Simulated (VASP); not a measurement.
Ba2Tl5V3O12: single point with PBE

The system is Ba2Tl5V3O12.

```
Ba V Tl O
1.0
     8.20821    0.00000    0.00000
    -4.10411    7.10853    0.00000
     0.00000    0.00000    6.96712
Ba V Tl O
2 3 5 12
Cartesian
  0.0000 0.0000 1.6409
  0.0000 0.0000 5.3262
  4.1041 0.0000 0.0000
  -2.0521 3.5543 0.0000
  2.0521 3.5543 0.0000
  4.1041 0.0000 3.4836
  -2.0521 3.5543 3.4836
  2.0521 3.5543 3.4836
  0.0000 4.7390 1.5668
  4.1041 2.3695 5.4003
  1.3727 2.4406 5.6743
  1.3041 7.0770 5.6743
  -2.6768 4.6994 5.6743
  1.4273 2.4091 1.2928
  5.4768 4.6679 1.2928
  5.4082 0.0316 1.2928
  2.7314 4.6679 1.2928
  2.8000 0.0316 1.2928
  6.7809 2.4091 1.2928
  2.6768 4.6994 5.6743
  -1.3727 2.4406 5.6743
  -1.3041 7.0770 5.6743
```

```yaml
Program: VASP 6.6.1
Task: single point
Functional: PBE
Potentials_or_basis: VASP PAW PBE potentials, release 64 (Ba_sv, V_sv, Tl_d, O)
Cutoff: 520 eV
k_mesh: 3 × 3 × 3
Occupations: fermi-dirac, width 0.05 eV
Spin: collinear spin, ferromagnetic start
Starting_moments: "[0.0, 0.0, 2.0, 2.0, 2.0, 0.0, 0.0, 0.0, 0.0, 0.0, 0.0, 0.0, 0.0, 0.0, 0.0, 0.0, 0.0, 0.0, 0.0, 0.0, 0.0, 0.0] μB"
```

| Quantity | Value |
| --- | --- |
| Pressure | -1.1 GPa |
| Largest force | 0.199 eV/Å |
| Band gap on the k mesh | zero (filled and empty bands overlap) |
| Net moment | 0.00 μB per cell |
| Valence electrons inside the program's atomic spheres | Ba 7.84; V 11.62; Tl 11.11, 11.24 (each value once); O 4.92 |

Forces in eV/Å, atoms in the order of the input:
```
Ba   0.000  0.000  0.035
Ba   0.000  0.000 -0.035
V    0.000  0.000  0.000
V    0.000  0.000  0.000
V    0.000  0.000  0.000
Tl   0.000  0.000  0.000
Tl   0.000  0.000  0.000
Tl   0.000  0.000  0.000
Tl   0.000  0.000 -0.001
Tl   0.000  0.000  0.001
O    0.094  0.128  0.119
O   -0.158  0.017  0.119
O    0.064 -0.146  0.119
O    0.064  0.146 -0.119
O    0.094 -0.128 -0.119
O   -0.158 -0.017 -0.119
O   -0.094 -0.128 -0.119
O    0.158 -0.017 -0.119
O   -0.064  0.146 -0.119
O   -0.064 -0.146  0.119
O   -0.094  0.128  0.119
O    0.158  0.017  0.119
```

Stress tensor (GPa, compression positive):
```
-0.92  0.00  0.00
 0.00 -0.92  0.00
 0.00  0.00 -1.35
```

Levels at points of the mesh, in eV from the Fermi level:
Spin up:
```
           k point  band 95  band 96  band 97  band 98  band 99  band 100
(0.00, 0.00, 0.00)    -0.70    -0.70    -0.56    -0.35     0.01      0.54
```
Spin down:
```csv
k point,band 94,band 95,band 96,band 97,band 98,band 99,band 100,band 101
"(0.00, 0.00, 0.00)",-0.90,-0.70,-0.70,-0.56,-0.35,0.01,0.54,0.54
```

It took 9.6 min on 4 MPI ranks on AMD EPYC 9R45 96-Core Processor (Zen 5), on a shared host, peak memory 1.1 GiB a rank.

Caveat: the moments typed at the start vanished in this run; spin-orbit coupling is left out, which moves the levels of the heavy elements; semilocal functionals often make such compounds metallic where correlation or magnetic order opens a gap, which also shifts bond lengths. With open d or f shells a metallic result of PBE can be an artefact of self-interaction; +U or a hybrid may open a gap.
